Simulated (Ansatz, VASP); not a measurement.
# PtSe in VASP and in Ansatz

POSCAR

```
PtSe
1.0
    3.7018703300      0.0000000000      0.0000000000
   -1.8509351600      3.2059137500      0.0000000000
    0.0000000000      0.0000000000      3.6128420300
Pt Se
1 1
Direct
    0.0000000000      0.0000000000      0.0000000000
    0.6666666667      0.3333333333      0.5000000000
```

Contents of INCAR.step1:

```
ALGO     = Normal         # electronic algorithm
EDIFF    = 1E-5           # SCF threshold, eV
ENCUT    = 400            # plane-wave cutoff, eV
GGA      = PE             # functional
GGA_COMPAT= F            
ISIF     = 2              # what is computed and relaxed
ISMEAR   = -1             # smearing method
LASPH    = T              # aspherical terms in the spheres
LCHARG   = F              # write CHGCAR
LREAL    = F              # projectors in reciprocal space
LWAVE    = T              # write WAVECAR
NBANDS   = 15             # bands
NELM     = 120            # most SCF steps
PREC     = Accurate       # precision mode
SIGMA    = 0.05           # smearing width, eV
```

INCAR.step2

```
AEXX     = 0.15           # exact-exchange fraction
ALGO     = Normal         # electronic algorithm
EDIFF    = 1E-6           # SCF threshold, eV
ENCUT    = 400            # plane-wave cutoff, eV
GGA      = PE             # functional
GGA_COMPAT= F            
HFSCREEN = 0.2            # screening, 1/A
ISIF     = 2              # what is computed and relaxed
ISMEAR   = -1             # smearing method
ISTART   = 1            
LASPH    = T              # aspherical terms in the spheres
LCHARG   = F              # write CHGCAR
LHFCALC  = T              # exact exchange
LREAL    = F              # projectors in reciprocal space
LWAVE    = F              # write WAVECAR
NBANDS   = 15             # bands
NELM     = 120            # most SCF steps
PREC     = Accurate       # precision mode
PRECFOCK = Normal       
SIGMA    = 0.05           # smearing width, eV
```

Contents of KPOINTS:

```
k-points
0
Gamma
  4 4 4
```

Contents of input:

```
crystal:
  lattice:
    - [3.70187033, 0.0, 0.0]
    - [-1.85093516, 3.20591375, 0.0]
    - [0.0, 0.0, 3.61284203]
  atoms:
    - { symbol: Pt, position: [0.0, 0.0, 0.0] }
    - { symbol: Se, position: [0.6666666667, 0.3333333333, 0.5] }
hamiltonian:
  xc: { exchange: pbe, correlation: pbe, exx: { coeff: 0.15, omega: 0.2 } }
  pseudopotentials: { kind: paw }
kpoints:
  mp_grid: { grid: [4, 4, 4] }
scf:
  occupations: { method: fermi_dirac, width: 0.05 }
output:
  forces: true
  stress: true
  eigenvalues: true
```

Alike in both runs: task single point; functional PBE-based screened hybrid; k mesh 4 × 4 × 4; occupations fermi-dirac, width 0.05 eV; no spin polarisation.

```csv
,VASP,Ansatz
version,VASP 6.6.1,Ansatz 0.2.0
potentials or method,"VASP PAW PBE potentials, release 64 (Pt, Se)",Ansatz PAW
plane-wave cutoff (eV),400,420
valence electrons in the cell,16,34
```

Ansatz gave:

| Item | Value |
| --- | --- |
| gap on the k mesh at the Fermi level (eV) | none |
| pressure (GPa) | -14.0 |
| traceless stress, the component that is largest in VASP (GPa) | -3.64 |

Which values does VASP return?

gap on the k mesh at the Fermi level (eV): none; pressure (GPa): -14.1; traceless stress, the component that is largest in VASP (GPa): -3.66.

VASP's potentials were made for PBE, not for PBE-based screened hybrid. A gap of «none» marks a metal or a gap that the smearing closes. VASP's potentials hold 16 valence electrons a cell and Ansatz's 34, so a difference there can come from the potentials and not from the codes.

The k mesh is coarse, so the values compare programs but aren't converged. Spin-orbit coupling is off throughout.
